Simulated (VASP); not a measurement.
# NaH (wurtzite type) (P6_3/mmc) in VASP: single point with PBE

Aim: the single point of NaH (wurtzite type) with PBE.

All numbers are computed with VASP 6.6.1; they aren't measurements. Logs are shortened: lines on timing, memory, paths and dates and some standing lists are left out, and cuts for length are marked.

## Step 1: The cell of the first run

The structure is hexagonal, space group P6_3/mmc (No. 194). The conventional cell has a = 3.972 Å, b = 3.972 Å, c = 4.874 Å, α = 90.00°, β = 90.00°, γ = 120.00°. Within 3.0 Å of Na (site symmetry -6m2) lie 5 H at 2.29 to 2.44 Å. H (site symmetry -6m2) has 5 Na at 2.29 to 2.44 Å within 3.0 Å.

## Step 2: Single point, PBE

Input file INCAR:

```
ALGO = Normal ; EDIFF = 1E-7
ENCUT = 520 ; GGA = PE
ISIF = 2 ; ISMEAR = -1
LASPH = T ; LCHARG = F
LREAL = F ; LWAVE = F
NBANDS = 16 ; NELM = 60
PREC = Accurate ; SIGMA = 0.03
```

Input file KPOINTS:

```
k-points
0
Gamma
  14 14 8
```

Input file POSCAR:

```
NaH
1.0
    3.9718674898      0.0000000000      0.0000000000
   -1.9859337449      3.4397381467      0.0000000000
    0.0000000000      0.0000000000      4.8740502452
Na H
2 2
Direct
    0.3333333333      0.6666666667     -0.0619990152
    0.6666666667      0.3333333333      0.4380009848
    0.3333333333      0.6666666667      0.4379990152
    0.6666666667      0.3333333333      0.9379990152
```

Potentials or basis: VASP PAW PBE potentials, release 64 (Na_pv, H).

Started as:

```sh
> cat potpaw_PBE.64/Na_pv/POTCAR potpaw_PBE.64/H/POTCAR > POTCAR
> mpirun -np 1 vasp_std > vasp.out
```

OUTCAR:

```text
EDIFF = 1E-7
   ENCUT = 520
   GGA = PE
   ISIF = 2
   ISMEAR = -1
   LASPH = T
   LREAL = F
   NELM = 60
   PREC = Accurate

 ion  position               nearest neighbor table
   1  0.333  0.667  0.938-
   2  0.667  0.333  0.438-
   3  0.333  0.667  0.438-
   4  0.667  0.333  0.938-

  LATTYP: Found a hexagonal cell.
 ALAT       =     3.9718674898
 C/A-ratio  =     1.2271432161

  Lattice vectors:

 A1 = (   3.9718674898,   0.0000000000,   0.0000000000)
 A2 = (  -1.9859337449,   3.4397381467,   0.0000000000)
 A3 = (   0.0000000000,   0.0000000000,   4.8740502452)

Analysis of symmetry for initial positions (statically):
=====================================================================
 Subroutine PRICEL returns:
 Original cell was already a primitive cell.

 Routine SETGRP: Setting up the symmetry group for a
 hexagonal supercell.

 Subroutine GETGRP returns: Found 24 space group operations
 (whereof  6 operations were pure point group operations)
 out of a pool of 24 trial point group operations.

The static configuration has the point symmetry C_3v.
 The point group associated with its full space group is D_6h.

Analysis of symmetry for dynamics (positions and initial velocities):
=====================================================================
 Subroutine PRICEL returns:
 Original cell was already a primitive cell.

 Routine SETGRP: Setting up the symmetry group for a
 hexagonal supercell.

 Subroutine GETGRP returns: Found 24 space group operations
 (whereof  6 operations were pure point group operations)
 out of a pool of 24 trial point group operations.

The dynamic configuration has the point symmetry C_3v.
 The point group associated with its full space group is D_6h.

 Subroutine INISYM returns: Found 24 space group operations
 (whereof  6 operations are pure point group operations),
 and found     1 'primitive' translations

----------------------------------------------------------------------------------------

                                     Primitive cell

  volume of cell :      66.5902

  direct lattice vectors                    reciprocal lattice vectors
     3.971867490  0.000000000  0.000000000     0.251770736  0.145359902  0.000000000
    -1.985933745  3.439738147  0.000000000     0.000000000  0.290719804  0.000000000
     0.000000000  0.000000000  4.874050245     0.000000000  0.000000000  0.205168176

  length of vectors
     3.971867490  3.971867490  4.874050245     0.290719804  0.290719804  0.205168176

  position of ions in fractional coordinates (direct lattice)
     0.333333333  0.666666667  0.938000985
     0.666666667  0.333333333  0.438000985
     0.333333333  0.666666667  0.437999015
     0.666666667  0.333333333  0.937999015

  ion indices of the primitive-cell ions
   primitive index   ion index
                 1           1
                 2           2
                 3           3
                 4           4

----------------------------------------------------------------------------------------

 KPOINTS: k-points

Automatic generation of k-mesh.
 Grid dimensions read from file:
 generate k-points for:   14   14    8

 Generating k-lattice:

  Cartesian coordinates                     Fractional coordinates (reciprocal lattice)
     0.017983624  0.010382850  0.000000000     0.071428571  0.000000000  0.000000000
     0.000000000  0.020765700  0.000000000     0.000000000  0.071428571  0.000000000
     0.000000000  0.000000000  0.025646022     0.000000000  0.000000000  0.125000000

  Length of vectors
     0.020765700  0.020765700  0.025646022

  Shift w.r.t. Gamma in fractional coordinates (k-lattice)
     0.000000000  0.000000000  0.000000000

 Subroutine IBZKPT returns following result:
 ===========================================

 Found    120 irreducible k-points:

 Following reciprocal coordinates:
            Coordinates               Weight
  0.000000  0.000000  0.000000      1.000000
  0.071429  0.000000  0.000000      6.000000
  0.142857  0.000000  0.000000      6.000000
  0.214286  0.000000  0.000000      6.000000
  0.285714  0.000000  0.000000      6.000000
  0.357143  0.000000  0.000000      6.000000
[... 16 lines left out ...]
  0.285714  0.285714  0.000000      6.000000
  0.357143  0.285714  0.000000      6.000000
 [... further k-points ...]
   k-points           NKPTS =    120   k-points in BZ     NKDIM =    120   number of bands    NBANDS=     16
   number of dos      NEDOS =    301   number of ions     NIONS =      4
   total plane-waves  NPLWV =  32400
   dimension x,y,z NGX =    30 NGY =   30 NGZ =   36
   dimension x,y,z NGXF=    60 NGYF=   60 NGZF=   72
   ions per type =               2   2
   NGX,Y,Z   is equivalent  to a cutoff of  12.56, 12.56, 12.28 a.u.
   NGXF,Y,Z  is equivalent  to a cutoff of  25.11, 25.11, 24.56 a.u.
 SYSTEM =  unknown system
   PREC   = accura    normal or accurate (medium, high low for compatibility)
   ISTART =      0    job   : 0-new  1-cont  2-samecut
   ICHARG =      2    charge: 1-file 2-atom 10-const
   ISPIN  =      1    spin polarized calculation?
   LNONCOLLINEAR =      F non collinear calculations
   LSORBIT =      F    spin-orbit coupling
   LASPH  =      T    aspherical Exc in radial PAW
   ENCUT  =  520.0 eV  38.22 Ry    6.18 a.u.   7.39  7.39  9.06*2*pi/ulx,y,z
   NELM   =     60;   NELMIN=  2; NELMDL= -5     # of ELM steps
   EDIFF  = 0.1E-06   stopping-criterion for ELM
   LREAL  =      F    real-space projection
   EDIFFG = 0.1E-05   stopping-criterion for IOM
   NSW    =      0    number of steps for IOM
   IBRION =     -1    ionic relax: 0-MD 1-quasi-New 2-CG
   NFREE  =      0    steps in history (QN), initial steepest desc. (CG)
   ISIF   =      2    stress and relaxation
   ISYM   =      2    0-nonsym 1-usesym 2-fastsym
   POTIM  = 0.5000    time-step for ionic-motion
   TEBEG  =    0.0;   TEEND  =   0.0 temperature during run
   PSTRESS=    0.0 pullay stress
   NELECT =      16.0000    total number of electrons
   NUPDOWN=      -1.0000    fix difference up-down
   EMIN   =  10.00;   EMAX   =-10.00  energy-range for DOS
   EFERMI =   0.00;   METHOD = LEGACY
   ISMEAR =    -1;   SIGMA  =   0.03  broadening in eV -4-tet -1-fermi 0-gaus
   EFERMI_NEDOS =   21; number of points for ismear=-14 and -15
   IALGO  =     38    algorithm
   IMIX   =      4    mixing-type and parameters
     AMIX     =   0.40;   BMIX     =  1.00
     AMIX_MAG =   1.60;   BMIX_MAG =  1.00
  volume/ion in A,a.u.               =      16.65       112.34
  Fermi-wavevector in a.u.,A,eV,Ry     =   1.017759  1.923285 14.093358  1.035833
  Thomas-Fermi vector in A             =   2.151178
   LORBIT       =      0    0 simple, 1 ext, 2 COOP (PROOUT), +10 PAW based schemes
   GGA     = PE    functional components
   LHFCALC =     F    Hartree Fock is set to
   AEXX    =    0.0000 exact exchange contribution
   IVDW    =     0    specifies the selected vdW correction
   LEPSILON=     F    determine dielectric tensor
   LRPA    =     F    only Hartree local field effects (RPA)
 non-spin polarized calculation
  energy-cutoff  :      520.00
  volume of cell :       66.59
 maximum number of plane-waves:      1816
 NGX is ok and might be reduce to    30
   NGX = 15   NGY = 15   NGZ = 19

 number of electron      16.0000021 magnetization

 Free energy of the ion-electron system (eV)
  ---------------------------------------------------
  ext. energy  EPLUGINS =         0.00000000
  ---------------------------------------------------
  free energy    TOTEN  =       -10.07480950 eV

  energy without entropy =      -10.07480950  energy(sigma->0) =      -10.07480950

 E-fermi :  -0.8183     XC(G=0):  -7.0458

 val. band max:       -1.4875045762   @ k =   0.1429   0.0714   0.0000
 cond. band min:       1.8907010575   @ k =   0.3571   0.2857   0.0000
 fundamental gap:      3.3782056337
 Fermi energy:        -0.8183485555

 k-point     1 :       0.0000    0.0000    0.0000
  band No.  band energies     occupation
      1     -23.8049      2.00000
      2     -23.7671      2.00000
      3     -23.7671      2.00000
      4     -23.7409      2.00000
      5     -23.7409      2.00000
      6     -23.7237      2.00000
[... 8 lines left out ...]
     15       9.1248      0.00000
     16      13.8744      0.00000

 k-point     2 :       0.0714    0.0000    0.0000
  band No.  band energies     occupation
      1     -23.8039      2.00000
      2     -23.7678      2.00000
      3     -23.7676      2.00000
      4     -23.7420      2.00000
      5     -23.7408      2.00000
      6     -23.7245      2.00000
[... 8 lines left out ...]
     15      10.2213      0.00000
     16      12.9141      0.00000

 k-point     3 :       0.1429    0.0000    0.0000
  band No.  band energies     occupation
      1     -23.8010      2.00000
      2     -23.7698      2.00000
      3     -23.7691      2.00000
      4     -23.7449      2.00000
      5     -23.7404      2.00000
      6     -23.7269      2.00000
[... 8 lines left out ...]
     15      11.4994      0.00000
     16      11.6012      0.00000

 k-point     4 :       0.2143    0.0000    0.0000
  band No.  band energies     occupation
      1     -23.7964      2.00000
      2     -23.7727      2.00000
      3     -23.7710      2.00000
      4     -23.7491      2.00000
      5     -23.7400      2.00000
      6     -23.7308      2.00000
[... 8 lines left out ...]
     15      11.4108      0.00000
     16      11.5769      0.00000

 k-point     5 :       0.2857    0.0000    0.0000
  band No.  band energies     occupation
      1     -23.7905      2.00000
      2     -23.7761      2.00000
      3     -23.7732      2.00000
      4     -23.7536      2.00000
      5     -23.7397      2.00000
      6     -23.7358      2.00000
[... 8 lines left out ...]
     15      10.9119      0.00000
     16      11.9831      0.00000

 k-point     6 :       0.3571    0.0000    0.0000
  band No.  band energies     occupation
      1     -23.7841      2.00000
      2     -23.7792      2.00000
      3     -23.7750      2.00000
      4     -23.7576      2.00000
      5     -23.7415      2.00000
      6     -23.7394      2.00000
[... 8 lines left out ...]
     15      10.4751      0.00000
     16      11.7352      0.00000
[... 267 lines left out ...]
 k-point    21 :       0.2857    0.2143    0.0000
  band No.  band energies     occupation
      1     -23.7837      2.00000
      2     -23.7759      2.00000
      3     -23.7733      2.00000
      4     -23.7609      2.00000
      5     -23.7490      2.00000
      6     -23.7414      2.00000
[... 8 lines left out ...]
     15       8.9031      0.00000
     16      11.6294      0.00000

 k-point    22 :       0.3571    0.2143    0.0000
  band No.  band energies     occupation
      1     -23.7853      2.00000
      2     -23.7722      2.00000
      3     -23.7708      2.00000
      4     -23.7633      2.00000
      5     -23.7539      2.00000
      6     -23.7417      2.00000
[... 8 lines left out ...]
     15       8.7371      0.00000
     16      11.4854      0.00000

 k-point    23 :       0.2857    0.2857    0.0000
  band No.  band energies     occupation
      1     -23.7858      2.00000
      2     -23.7712      2.00000
      3     -23.7698      2.00000
      4     -23.7639      2.00000
      5     -23.7548      2.00000
      6     -23.7421      2.00000
[... 8 lines left out ...]
     15       8.1295      0.00000
     16      12.4500      0.00000

 k-point    24 :       0.3571    0.2857    0.0000
  band No.  band energies     occupation
      1     -23.7865      2.00000
      2     -23.7695      2.00000
      3     -23.7659      2.00000
      4     -23.7656      2.00000
      5     -23.7589      2.00000
      6     -23.7424      2.00000
[... 8 lines left out ...]
     15       7.9342      0.00000
     16      12.6055      0.00000

 [... further k-points ...]

------------------------ aborting loop because EDIFF is reached ----------------------------------------

  FORCE on cell =-STRESS in cart. coord.  units (eV):
  Direction    XX          YY          ZZ          XY          YZ          ZX
  --------------------------------------------------------------------------------------
  -------------------------------------------------------------------------------------
  Total       -0.0082053     -0.0082053     -0.0158001      0.0000000      0.0000000      0.0000000
  in kB       -0.1974223     -0.1974223     -0.3801546      0.0000000      0.0000000      0.0000000
  external PRESSURE =      -0.2583331 kB  Pullay stress =       0.0000000 kB

 VOLUME and BASIS-vectors are now :
 -----------------------------------------------------------------------------
  energy-cutoff  :      520.00
  volume of cell :       66.59
      direct lattice vectors                 reciprocal lattice vectors
     3.971867490  0.000000000  0.000000000     0.251770736  0.145359902  0.000000000
    -1.985933745  3.439738147  0.000000000     0.000000000  0.290719804  0.000000000
     0.000000000  0.000000000  4.874050245     0.000000000  0.000000000  0.205168176

 POSITION                                       TOTAL-FORCE (eV/Angst)
 -----------------------------------------------------------------------------------
     -0.00000      2.29316      4.57186         0.000000     -0.000000     -0.000000
      1.98593      1.14658      2.13484        -0.000000     -0.000000     -0.000000
     -0.00000      2.29316      2.13483        -0.000000      0.000000     -0.000000
      1.98593      1.14658      4.57185        -0.000000      0.000000      0.000000
 -----------------------------------------------------------------------------------
    total drift:                               -0.000000      0.000000      0.000769

  FREE ENERGIE OF THE ION-ELECTRON SYSTEM (eV)
  ---------------------------------------------------
  free  energy   TOTEN  =       -10.0748094971 eV

  energy  without entropy=      -10.0748094970  energy(sigma->0) =      -10.07480950
```

Run time: 3.1 min. Hardware: 1 thread of Intel Xeon 8259CL, shared host; peak memory 0.24 GiB.

What came out:

```yaml
Free_energy: -10.0748 eV
Pressure: 0.0 GPa
Band_gap_on_the_k_mesh: 3.38 eV (least direct gap 4.08 eV)
```

Levels at points of the mesh, in eV from the valence-band top:
```csv
k point,band 6,band 7,band 8,band 9,band 10,band 11
"(0.00, 0.00, 0.00)",-22.24,-3.28,-0.02,4.85,7.91,10.24
"(0.50, 0.00, 0.00)",-22.25,-1.48,-0.59,3.87,7.46,7.51
"(0.00, 0.00, 0.50)",-22.27,-1.99,-1.99,6.87,6.87,11.01
"(0.50, 0.00, 0.50)",-22.25,-0.81,-0.81,3.95,3.95,8.44
```
